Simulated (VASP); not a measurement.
# BaSi3 (Pm-3m) in VASP: notebook

The runs below take BaSi3 through single point, with LDA, PBE.

All numbers are computed with VASP 6.6.1; they aren't measurements. Logs are shortened: lines on timing, memory, paths and dates and some standing lists are left out, and cuts for length are marked.

### Step 1. The cell of the first run

The structure is cubic, space group Pm-3m (No. 221). Conventional cell: a = 4.487 Å, b = 4.487 Å, c = 4.487 Å, α = 90.00°, β = 90.00°, γ = 90.00°. Ba (site symmetry m-3m) has 12 Si at 3.17 Å within 4.2 Å. Si (site symmetry 4/mmm) has 4 Ba at 3.17 Å and 8 Si at 3.17 Å within 4.2 Å.

### Step 2. Single point, LDA

File INCAR:

```
SYSTEM = BaSi3
ALGO     = Normal         ! electronic algorithm
EDIFF    = 1E-6           ! SCF threshold, eV
ENCUT    = 520            ! plane-wave cutoff, eV
ISIF     = 2              ! what is computed and relaxed
ISMEAR   = 0              ! smearing method
LASPH    = .TRUE.         ! aspherical terms in the spheres
LCHARG   = .TRUE.         ! write CHGCAR
LELF     = .TRUE.         ! ELF
LREAL    = .FALSE.        ! projectors in reciprocal space
LVHAR    = .TRUE.       
LWAVE    = .FALSE.        ! write WAVECAR
NBANDS   = 19             ! bands
NELM     = 100            ! most SCF steps
PREC     = Accurate       ! precision mode
SIGMA    = 0.05           ! smearing width, eV
```

File KPOINTS:

```
k-points
0
G
  8 8 8
  0 0 0
```

File POSCAR:

```
BaSi3
1.0
    4.4872196948      0.0000000000      0.0000000000
    0.0000000000      4.4872196948      0.0000000000
    0.0000000000      0.0000000000      4.4872196948
Ba Si
1 3
Direct
    0.0000000000      0.0000000000      0.0000000000
    0.0000000000      0.5000000000      0.5000000000
    0.5000000000      0.5000000000      0.0000000000
    0.5000000000      0.0000000000      0.5000000000
```

Potentials or basis: VASP PAW LDA potentials, release 64 (Ba_sv, Si).

Launch:

```console
> cat potpaw_LDA.64/Ba_sv/POTCAR potpaw_LDA.64/Si/POTCAR > POTCAR
> mpirun -np 1 vasp_std > vasp.out
```

OUTCAR:

```text
SYSTEM = BaSi3
   EDIFF = 1E-6
   ENCUT = 520
   ISIF = 2
   ISMEAR = 0
   LASPH = .TRUE.
   LREAL = .FALSE.
   NELM = 100
   PREC = Accurate

 ion  position               nearest neighbor table
   1  0.000  0.000  0.000-   2 3.17   3 3.17   4 3.17   2 3.17   4 3.17   2 3.17   3 3.17   2 3.17
                             3 3.17   4 3.17   4 3.17   3 3.17
   2  0.000  0.500  0.500-   1 3.17   1 3.17   1 3.17   1 3.17
   3  0.500  0.500  0.000-   1 3.17   1 3.17   1 3.17   1 3.17
   4  0.500  0.000  0.500-   1 3.17   1 3.17   1 3.17   1 3.17

  LATTYP: Found a simple cubic cell.
 ALAT       =     4.4872196948

  Lattice vectors:

 A1 = (   4.4872196948,   0.0000000000,   0.0000000000)
 A2 = (   0.0000000000,   4.4872196948,   0.0000000000)
 A3 = (   0.0000000000,   0.0000000000,   4.4872196948)

Analysis of symmetry for initial positions (statically):
=====================================================================
 Subroutine PRICEL returns:
 Original cell was already a primitive cell.

 Routine SETGRP: Setting up the symmetry group for a
 simple cubic supercell.

 Subroutine GETGRP returns: Found 48 space group operations
 (whereof 48 operations were pure point group operations)
 out of a pool of 48 trial point group operations.

The static configuration has the point symmetry O_h .

Analysis of symmetry for dynamics (positions and initial velocities):
=====================================================================
 Subroutine PRICEL returns:
 Original cell was already a primitive cell.

 Routine SETGRP: Setting up the symmetry group for a
 simple cubic supercell.

 Subroutine GETGRP returns: Found 48 space group operations
 (whereof 48 operations were pure point group operations)
 out of a pool of 48 trial point group operations.

The dynamic configuration has the point symmetry O_h .

 Subroutine INISYM returns: Found 48 space group operations
 (whereof 48 operations are pure point group operations),
 and found     1 'primitive' translations

----------------------------------------------------------------------------------------

                                     Primitive cell

  volume of cell :      90.3508

  direct lattice vectors                    reciprocal lattice vectors
     4.487219695  0.000000000  0.000000000     0.222855146  0.000000000  0.000000000
     0.000000000  4.487219695  0.000000000     0.000000000  0.222855146  0.000000000
     0.000000000  0.000000000  4.487219695     0.000000000  0.000000000  0.222855146

  length of vectors
     4.487219695  4.487219695  4.487219695     0.222855146  0.222855146  0.222855146

  position of ions in fractional coordinates (direct lattice)
     0.000000000  0.000000000  0.000000000
     0.000000000  0.500000000  0.500000000
     0.500000000  0.500000000  0.000000000
     0.500000000  0.000000000  0.500000000

  ion indices of the primitive-cell ions
   primitive index   ion index
                 1           1
                 2           2
                 3           3
                 4           4

----------------------------------------------------------------------------------------

 KPOINTS: k-points

Automatic generation of k-mesh.
 Grid dimensions read from file:
 generate k-points for:    8    8    8

 Generating k-lattice:

  Cartesian coordinates                     Fractional coordinates (reciprocal lattice)
     0.027856893  0.000000000  0.000000000     0.125000000  0.000000000  0.000000000
     0.000000000  0.027856893  0.000000000     0.000000000  0.125000000  0.000000000
     0.000000000  0.000000000  0.027856893     0.000000000  0.000000000  0.125000000

  Length of vectors
     0.027856893  0.027856893  0.027856893

  Shift w.r.t. Gamma in fractional coordinates (k-lattice)
     0.000000000  0.000000000  0.000000000

 Subroutine IBZKPT returns following result:
 ===========================================

 Found     35 irreducible k-points:

 Following reciprocal coordinates:
            Coordinates               Weight
  0.000000  0.000000  0.000000      1.000000
  0.125000  0.000000  0.000000      6.000000
  0.250000  0.000000  0.000000      6.000000
  0.375000  0.000000  0.000000      6.000000
  0.500000  0.000000  0.000000      3.000000
  0.125000  0.125000  0.000000     12.000000
[... 16 lines left out ...]
  0.375000  0.375000  0.125000     24.000000
  0.500000  0.375000  0.125000     24.000000
 [... further k-points ...]
   k-points           NKPTS =     35   k-points in BZ     NKDIM =     35   number of bands    NBANDS=     19
   number of dos      NEDOS =    301   number of ions     NIONS =      4
   total plane-waves  NPLWV =  46656
   dimension x,y,z NGX =    36 NGY =   36 NGZ =   36
   dimension x,y,z NGXF=    72 NGYF=   72 NGZF=   72
   ions per type =               1   3
   NGX,Y,Z   is equivalent  to a cutoff of  13.34, 13.34, 13.34 a.u.
   NGXF,Y,Z  is equivalent  to a cutoff of  26.68, 26.68, 26.68 a.u.
 SYSTEM =  BaSi3
[... 92 lines left out ...]
      2      -7.3119      2.00000
      3      -6.7917      2.00000
      4      -6.7917      2.00000
      5      -3.8053      2.00000
      6      -0.7190      2.00000
[... 11 lines left out ...]
     18       9.2245      0.00000
     19      10.3801      0.00000

 k-point     4 :       0.3750    0.0000    0.0000
  band No.  band energies     occupation
      1     -21.2940      2.00000
      2      -7.5703      2.00000
      3      -6.7634      2.00000
      4      -6.7634      2.00000
      5      -3.1100      2.00000
      6      -1.4941      2.00000
[... 11 lines left out ...]
     18       9.7456      0.00000
     19      11.8789      0.00000

 k-point     5 :       0.5000    0.0000    0.0000
  band No.  band energies     occupation
      1     -21.2903      2.00000
      2      -7.6659      2.00000
      3      -6.7516      2.00000
      4      -6.7516      2.00000
      5      -2.3857      2.00000
      6      -2.2605      2.00000
[... 11 lines left out ...]
     18      10.2451      0.00000
     19      11.5395      0.00000

 k-point     6 :       0.1250    0.1250    0.0000
  band No.  band energies     occupation
      1     -21.3080      2.00000
      2      -7.0256      2.00000
      3      -6.9201      2.00000
      4      -6.8083      2.00000
      5      -4.1413      2.00000
      6      -0.1705      2.00000
[... 11 lines left out ...]
     18       9.3581      0.00000
     19       9.3616      0.00000

 k-point     7 :       0.2500    0.1250    0.0000
  band No.  band energies     occupation
      1     -21.2993      2.00000
      2      -7.2918      2.00000
      3      -6.9144      2.00000
      4      -6.7810      2.00000
      5      -3.6359      2.00000
      6      -0.6663      2.00000
[... 11 lines left out ...]
     18       9.7638      0.00000
     19      10.0277      0.00000

 k-point     8 :       0.3750    0.1250    0.0000
  band No.  band energies     occupation
      1     -21.2906      2.00000
      2      -7.5372      2.00000
      3      -6.8774      2.00000
      4      -6.7533      2.00000
      5      -2.9823      2.00000
      6      -1.4331      2.00000
[... 256 lines left out ...]
 k-point    20 :       0.2500    0.2500    0.1250
  band No.  band energies     occupation
      1     -21.2876      2.00000
      2      -7.2680      2.00000
      3      -7.1034      2.00000
      4      -6.8559      2.00000
      5      -3.1146      2.00000
      6      -0.5698      2.00000
[... 11 lines left out ...]
     18       9.6365      0.00000
     19      10.3382      0.00000

 k-point    21 :       0.3750    0.2500    0.1250
  band No.  band energies     occupation
      1     -21.2792      2.00000
      2      -7.4243      2.00000
      3      -7.1041      2.00000
      4      -6.8211      2.00000
      5      -2.6525      2.00000
      6      -1.2110      2.00000
[... 11 lines left out ...]
     18      10.1995      0.00000
     19      11.4243      0.00000

 k-point    22 :       0.5000    0.2500    0.1250
  band No.  band energies     occupation
      1     -21.2758      2.00000
      2      -7.5031      2.00000
      3      -7.0825      2.00000
      4      -6.8061      2.00000
      5      -2.3228      2.00000
      6      -1.6201      2.00000
[... 11 lines left out ...]
     18      11.3563      0.00000
     19      11.7029      0.00000

 k-point    23 :       0.3750    0.3750    0.1250
  band No.  band energies     occupation
      1     -21.2711      2.00000
      2      -7.3589      2.00000
      3      -7.2891      2.00000
      4      -6.7888      2.00000
      5      -2.4739      2.00000
      6      -1.1209      2.00000
[... 11 lines left out ...]
     18      11.2175      0.00000
     19      11.9670      0.00000

 k-point    24 :       0.5000    0.3750    0.1250
  band No.  band energies     occupation
      1     -21.2678      2.00000
      2      -7.4056      2.00000
      3      -7.2844      2.00000
      4      -6.7749      2.00000
      5      -2.4164      2.00000
      6      -1.1906      2.00000
[... 11 lines left out ...]
     18      11.2211      0.00000
     19      11.8071      0.00000

 [... further k-points ...]
[... 5 lines left out ...]
  --------------------------------------------------------------------------------------
  -------------------------------------------------------------------------------------
  Total       -1.4917545     -1.4917545     -1.4917545     -0.0000000      0.0000000     -0.0000000
  in kB      -26.4530619    -26.4530619    -26.4530619     -0.0000000      0.0000000     -0.0000000
  external PRESSURE =     -26.4530619 kB  Pullay stress =       0.0000000 kB

 VOLUME and BASIS-vectors are now :
 -----------------------------------------------------------------------------
  energy-cutoff  :      520.00
  volume of cell :       90.35
      direct lattice vectors                 reciprocal lattice vectors
     4.487219695  0.000000000  0.000000000     0.222855146  0.000000000  0.000000000
     0.000000000  4.487219695  0.000000000     0.000000000  0.222855146  0.000000000
     0.000000000  0.000000000  4.487219695     0.000000000  0.000000000  0.222855146

 POSITION                                       TOTAL-FORCE (eV/Angst)
 -----------------------------------------------------------------------------------
      0.00000      0.00000      0.00000         0.000000      0.000000      0.000000
      0.00000      2.24361      2.24361         0.000000      0.000000      0.000000
      2.24361      2.24361      0.00000         0.000000      0.000000      0.000000
      2.24361      0.00000      2.24361         0.000000      0.000000      0.000000
 -----------------------------------------------------------------------------------
    total drift:                               -0.000000     -0.000000      0.000000

  FREE ENERGIE OF THE ION-ELECTRON SYSTEM (eV)
  ---------------------------------------------------
  free  energy   TOTEN  =       -18.9471023975 eV

  energy  without entropy=      -18.9446053472  energy(sigma->0) =      -18.94585387
```

Wall time 16 s (1 thread of Intel Xeon 6975P-C (Granite Rapids), shared host); peak memory 0.2 GiB.

What came out:

| Property | Result |
| --- | --- |
| Free energy | -18.9471 eV |
| Pressure | -2.6 GPa |
| Band gap on the k mesh | zero (band 11 reaches 6.87 eV, above the bottom of band 12 at 4.90 eV) |

Levels at points of the mesh, in eV from the Fermi level:
```csv
k point,band 9,band 10,band 11,band 12,band 13,band 14
"(0.00, 0.00, 0.00)",-1.80,-1.80,1.68,1.68,1.68,2.84
"(0.50, 0.00, 0.00)",-2.35,-1.63,0.55,0.55,1.03,1.10
"(0.50, 0.50, 0.00)",-1.12,-1.12,-0.60,-0.12,1.28,1.28
"(0.50, 0.50, 0.50)",-1.35,-1.35,-1.35,4.29,4.85,4.85
```

Caveat: spin-orbit coupling is left out, which moves the levels of the heavy elements.

### Step 3. Single point, PBE

File INCAR:

```
SYSTEM = BaSi3
PREC = Accurate ; ENCUT = 520
EDIFF = 1E-6 ; ISMEAR = 0
SIGMA = 0.05 ; LREAL = .FALSE.
LASPH = .TRUE. ; NELM = 80
ALGO = Normal ; ISIF = 2
LWAVE = .FALSE. ; LCHARG = .FALSE.
GGA = PE ; NBANDS = 19
```

File KPOINTS:

```
Automatic mesh
0
G
  8 8 8
  0 0 0
```

File POSCAR:

```
BaSi3
1.0
    4.5169372476      0.0000000000      0.0000000000
    0.0000000000      4.5169372476      0.0000000000
    0.0000000000      0.0000000000      4.5169372476
Ba Si
1 3
Direct
    0.0000000000      0.0000000000      0.0000000000
    0.0000000000      0.5000000000      0.5000000000
    0.5000000000      0.5000000000      0.0000000000
    0.5000000000      0.0000000000      0.5000000000
```

Potentials or basis: VASP PAW PBE potentials, release 64 (Ba_sv, Si).

Launch:

```console
> cat potpaw_PBE.64/Ba_sv/POTCAR potpaw_PBE.64/Si/POTCAR > POTCAR
> mpirun -np 1 vasp_std > vasp.out
```

It took 17 s on 1 thread of Intel Xeon 6975P-C (Granite Rapids), shared host; peak memory 0.23 GiB.

Results (log left out):

| Property | Result |
| --- | --- |
| Free energy | -16.5675 eV |
| Pressure | -0.2 GPa |
| Band gap on the k mesh | zero (band 11 reaches 6.79 eV, above the bottom of band 12 at 4.83 eV) |

Levels at points of the mesh, in eV from the Fermi level:
| k point | band 7 | band 8 | band 9 | band 10 | band 11 | band 12 | band 13 | band 14 | band 15 | band 16 |
| --- | --- | --- | --- | --- | --- | --- | --- | --- | --- | --- |
| (0.00, 0.00, 0.00) | -5.16 | -1.81 | -1.81 | -1.81 | 1.66 | 1.66 | 1.66 | 2.89 | 2.89 | 2.89 |
| (0.50, 0.00, 0.00) | -4.45 | -2.29 | -2.29 | -1.56 | 0.51 | 0.51 | 1.02 | 1.06 | 3.15 | 3.15 |
| (0.50, 0.50, 0.00) | -6.08 | -3.47 | -1.07 | -1.07 | -0.60 | -0.10 | 1.23 | 1.23 | 3.58 | 4.67 |
| (0.50, 0.50, 0.50) | -6.94 | -4.31 | -1.41 | -1.41 | -1.41 | 4.28 | 4.80 | 4.80 | 4.80 | 5.27 |

Caveat: spin-orbit coupling is left out, which moves the levels of the heavy elements.

### Step 4. Single point, PBE

This run uses another cell than the first one, of 23.27 Å³/atom, 1.030 times its volume.

File INCAR:

```
PREC = Accurate ; ENCUT = 520
EDIFF = 1E-7 ; ISMEAR = 0
SIGMA = 0.05 ; LREAL = F
LASPH = T ; NELM = 80
ALGO = Normal ; ISIF = 2
LWAVE = F ; LCHARG = T
GGA = PE ; LELF = T
LVHAR = T ; NBANDS = 19
```

File KPOINTS:

```
Automatic mesh
0
Gamma
  8 8 8
```

File POSCAR:

```
BaSi3
1.0
    4.5322782050      0.0000000000      0.0000000000
    0.0000000000      4.5322782050      0.0000000000
    0.0000000000      0.0000000000      4.5322782050
Ba Si
1 3
Direct
    0.0000000000      0.0000000000      0.0000000000
    0.0000000000      0.5000000000      0.5000000000
    0.5000000000      0.5000000000      0.0000000000
    0.5000000000      0.0000000000      0.5000000000
```

Launch:

```console
> cat potpaw_PBE.64/Ba_sv/POTCAR potpaw_PBE.64/Si/POTCAR > POTCAR
> mpirun -np 1 vasp_std > vasp.out
```

Wall time 21 s (1 thread of Intel Xeon 6975P-C (Granite Rapids), shared host); peak memory 0.23 GiB.

The run converged. Its results:

```yaml
Free_energy: -16.5647 eV
Pressure: -0.7 GPa
Band_gap_on_the_k_mesh: zero (band 11 reaches 6.69 eV, above the bottom of band 12 at 4.74 eV)
```

Levels at points of the mesh, in eV from the Fermi level:
```tsv
k point	band 9	band 10	band 11	band 12	band 13	band 14
(0.00, 0.00, 0.00)	-1.80	-1.80	1.65	1.65	1.65	2.90
(0.50, 0.00, 0.00)	-2.26	-1.52	0.51	0.51	1.01	1.02
(0.50, 0.50, 0.00)	-1.05	-1.05	-0.60	-0.08	1.21	1.21
(0.50, 0.50, 0.50)	-1.42	-1.42	-1.42	4.25	4.75	4.75
```

Caveat: spin-orbit coupling is left out, which moves the levels of the heavy elements.

### Step 5. Single point, PBE

This run uses another cell than the first one, of 23.05 Å³/atom, 1.021 times its volume.

File INCAR:

```
SYSTEM = BaSi3
PREC = Accurate
ENCUT = 520
EDIFF = 1E-7
ISMEAR = 0
SIGMA = 0.05
LREAL = .False.
LASPH = .True.
NELM = 100
ALGO = Normal
ISIF = 2
LWAVE = .False.
LCHARG = .False.
GGA = PE
NBANDS = 19
```

File KPOINTS:

```
Automatic mesh
0
Gamma
  8 8 8
  0 0 0
```

File POSCAR:

```
BaSi3
1.0
    4.5177146806      0.0000000000      0.0000000000
    0.0000000000      4.5177146806      0.0000000000
    0.0000000000      0.0000000000      4.5177146806
Ba Si
1 3
Direct
    0.0000000000      0.0000000000      0.0000000000
    0.0000000000      0.5000000000      0.5000000000
    0.5000000000      0.5000000000      0.0000000000
    0.5000000000      0.0000000000      0.5000000000
```

Launch:

```console
> cat potpaw_PBE.64/Ba_sv/POTCAR potpaw_PBE.64/Si/POTCAR > POTCAR
> mpirun -np 1 vasp_std > vasp.out
```

Wall time 21 s (1 thread of Intel Xeon 6975P-C (Granite Rapids), shared host); peak memory 0.23 GiB.

The run converged. Its results:

| Property | Result |
| --- | --- |
| Free energy | -16.5674 eV |
| Pressure | -0.3 GPa |
| Band gap on the k mesh | zero (band 11 reaches 6.79 eV, above the bottom of band 12 at 4.82 eV) |

Levels at points of the mesh, in eV from the Fermi level:
```tsv
k point	band 7	band 8	band 9	band 10	band 11	band 12	band 13	band 14	band 15	band 16
(0.00, 0.00, 0.00)	-5.16	-1.81	-1.81	-1.81	1.66	1.66	1.66	2.89	2.89	2.89
(0.50, 0.00, 0.00)	-4.46	-2.29	-2.29	-1.55	0.51	0.51	1.02	1.05	3.15	3.15
(0.50, 0.50, 0.00)	-6.08	-3.47	-1.07	-1.07	-0.60	-0.10	1.23	1.23	3.58	4.67
(0.50, 0.50, 0.50)	-6.93	-4.31	-1.41	-1.41	-1.41	4.28	4.79	4.79	4.79	5.27
```

Caveat: spin-orbit coupling is left out, which moves the levels of the heavy elements.

### Step 6. Overview

```csv
level,potentials or basis,cell,gap on the mesh (eV),pressure (GPa)
LDA,"VASP PAW LDA potentials, release 64 (Ba_sv, Si)","a = 4.487 Å, 4 atoms",none,-2.6
PBE,"VASP PAW PBE potentials, release 64 (Ba_sv, Si)","a = 4.517 Å, 4 atoms",none,-0.2
PBE,"VASP PAW PBE potentials, release 64 (Ba_sv, Si)","a = 4.532 Å, 4 atoms",none,-0.7
PBE,"VASP PAW PBE potentials, release 64 (Ba_sv, Si)","a = 4.518 Å, 4 atoms",none,-0.3
```

Alike in all rows: task single point; no spin polarisation; k mesh 8 × 8 × 8; cutoff (eV) 520; smearing gaussian 0.05 eV.

Caveats: spin-orbit coupling is left out, which moves the levels of the heavy elements.

Absolute energies hang on the potentials; compare differences alone.
